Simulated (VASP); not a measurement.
Set up this calculation in VASP 6.6.1, as the native input.

| Property | Result |
| --- | --- |
| Task | single point |
| Functional | LDA |
| Potentials or basis | VASP PAW LDA potentials, release 64 (Si, O, N) |
| Cutoff | 520 eV |
| k mesh | 1 × 1 × 1 |
| Occupations | gaussian, width 0.05 eV |
| Spin | collinear spin, zero start |
| Starting moments | [0.0, 0.0, 0.0, 0.0, 0.0, 0.0, 0.0, 0.0, 0.0, 0.0, 0.0, 0.0, 0.0, 0.0, 0.0, 0.0, 0.0, 0.0, 0.0, 0.0, 0.0, 0.0, 0.0] μB |
| Dipole correction | no |
| Further INCAR settings | ALGO = Normal; EDIFF = 1e-06; NBANDS = 82 |

The structure of Si8NO14 (a cell with a defect) lies in POSCAR:

```
Si8NO14
1.0
   -4.1693000000     -4.1693000000      0.0000000000
    4.1693000000     -4.1693000000      0.0000000000
    0.0000000000      0.0000000000      5.3304000000
Si O N
8 14 1
Direct
    0.4996469431      0.4970345142      0.0026778478
   -0.0003526971      0.4989220013      0.2511528216
    0.4996465834      0.4970329552      0.4996274201
   -0.0003541362      0.5129612885      0.7511524463
   -0.0003511381     -0.0007804667      0.0233973060
    0.4996464634     -0.0013357158      0.2511528216
   -0.0003535366     -0.0007735111      0.4789098379
    0.4996473029     -0.0035237330      0.7511526339
    0.1930818123      0.4981246252      0.0026656536
   -0.0003552155      0.1976281390      0.2511494447
    0.8062108747      0.4981265440      0.0026665916
   -0.0003522174      0.7994491881      0.2511556356
    0.1930818123      0.4981207877      0.4996396143
    0.8062107548      0.4981230662      0.4996386763
    0.6902747464      0.0009700669      0.0102007354
    0.4996445446      0.6898978246      0.2511537596
    0.3090172211      0.0009719857      0.0102003602
    0.4996465834      0.3068900055      0.2511516959
    0.6902749862      0.0009739045      0.4921045325
    0.4996458638      0.6906206078      0.7511516959
    0.3090177008      0.0009753436      0.4921052829
    0.4996475428      0.3033047514      0.7511535720
   -0.0003550956      0.9030956036      0.7511526339
```

These files were run (other wordings do the same):

INCAR

```
SYSTEM = Si8NO14
PREC     = Accurate       ! precision mode
ENCUT    = 520            ! plane-wave cutoff, eV
EDIFF    = 1E-6           ! SCF threshold, eV
ISMEAR   = 0              ! smearing method
SIGMA    = 0.05           ! smearing width, eV
LREAL    = .False.        ! projectors in reciprocal space
LASPH    = .True.         ! aspherical terms in the spheres
NELM     = 200            ! most SCF steps
ALGO     = Normal         ! electronic algorithm
ISIF     = 2              ! what is computed and relaxed
LWAVE    = .False.        ! write WAVECAR
LCHARG   = .False.        ! write CHGCAR
ISPIN    = 2              ! spin polarisation
MAGMOM   = 0 0 0 0 0 0 0 0 0 0 0 0 0 0 0 0 0 0 0 0 0 0 0 ! initial moments
LORBIT   = 11             ! projections on sites
GGA      = CA             ! functional
NBANDS   = 82             ! bands
GGA_COMPAT= .False.
```

KPOINTS

```
Automatic mesh
0
Gamma
  1 1 1
  0 0 0
```

Potentials or basis: VASP PAW LDA potentials, release 64 (Si, O, N).

Command:

```console
$ cat potpaw_LDA.64/Si/POTCAR potpaw_LDA.64/O/POTCAR potpaw_LDA.64/N/POTCAR > POTCAR
$ mpirun -np 1 vasp_gam > vasp.out
```

It gave:

```json
{"Pressure": "10.8 GPa", "Largest force": "4.980 eV/Å", "Net moment": "0.00 μB per cell", "Valence electrons inside the program's atomic spheres": "Si 1.50, 1.51, 1.45, 1.68, 1.59, 1.44 (each value once); O 5.22, 5.26, 5.28, 5.23, 5.24 (each value once); N 4.04"}
```

Caveat: the k points lie up to 1.18 Å⁻¹ apart.

Run time: 37 s on 1 thread of Intel(R) Xeon(R) Platinum 8559C (Emerald Rapids) (shared host), peak memory 0.24 GiB.
